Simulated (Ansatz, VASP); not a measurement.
# Rh in VASP and in Ansatz

Contents of INCAR:

```
SYSTEM = Rh
PREC = Accurate ; ENCUT = 520
EDIFF = 1E-7 ; ISMEAR = -1
SIGMA = 0.1 ; LREAL = .False.
LASPH = .True. ; NELM = 100
ALGO = Normal ; ISIF = 2
LWAVE = .False. ; LCHARG = .False.
GGA = RE ; NBANDS = 22
```

The input KPOINTS:

```
regular mesh
0
Gamma
  15 15 8
  0 0 0
```

File POSCAR:

```
Rh
1.0
    2.7008447612      0.0000000000      0.0000000000
   -1.3504223806      2.3390001749      0.0000000000
    0.0000000000      0.0000000000      4.3512883827
Rh
2
Direct
    0.3333333333      0.6666666667      0.2500000000
    0.6666666667      0.3333333333      0.7500000000
```

Input for Ansatz:

```yaml
crystal:
  lattice:
    - [2.7008447612, 0.0, 0.0]
    - [-1.3504223806, 2.3390001749, 0.0]
    - [0.0, 0.0, 4.3512883827]
  atoms:
    - { symbol: Rh, position: [0.3333333333, 0.6666666667, 0.25] }
    - { symbol: Rh, position: [0.6666666667, 0.3333333333, 0.75] }
hamiltonian:
  xc: revpbe
  pseudopotentials:
    kind: paw
    azcp:
      Rh: "pseudopotentials/Rh.paw.azcp"
basis:
  ecutwfc: 420
  fft_grid_basis: typed
kpoints:
  mp_grid: { grid: [15, 15, 8], shift: [0, 0, 0] }
magnetization:
  spin_polarized: false
scf:
  occupations: { method: fermi_dirac, width: 0.1 }
  lower_state_search: "off"
output:
  stress: true
  write_density: true
  write_potential: true
  elf: true
  volumetric_format: npy
```

Alike in both runs: task single point; functional revPBE; k mesh 15 × 15 × 8; occupations fermi-dirac, width 0.1 eV; no spin polarisation.

|  | VASP | Ansatz |
| --- | --- | --- |
| version | VASP 6.6.1 | Ansatz 0.2.0 |
| potentials or method | VASP PAW PBE potentials, release 64 (Rh_pv), cutoff 520 eV | plane waves (420 eV) with PAW, scalar-relativistic |
| valence electrons in the cell | 30 | 34 |

|  | VASP | Ansatz | Ansatz less VASP |
| --- | --- | --- | --- |
| pressure (GPa) | 10.9 | 10.8 | -0.13 |
| traceless stress, the component that is largest in VASP (GPa) | 0.06 | 0.05 | -0.012 |

VASP's potentials were made for PBE, not for revPBE. With one functional, cell and mesh, what is left measures potentials, basis and numerics. VASP's potentials hold 30 valence electrons a cell and Ansatz's 34, so a difference there can come from the potentials and not from the codes.
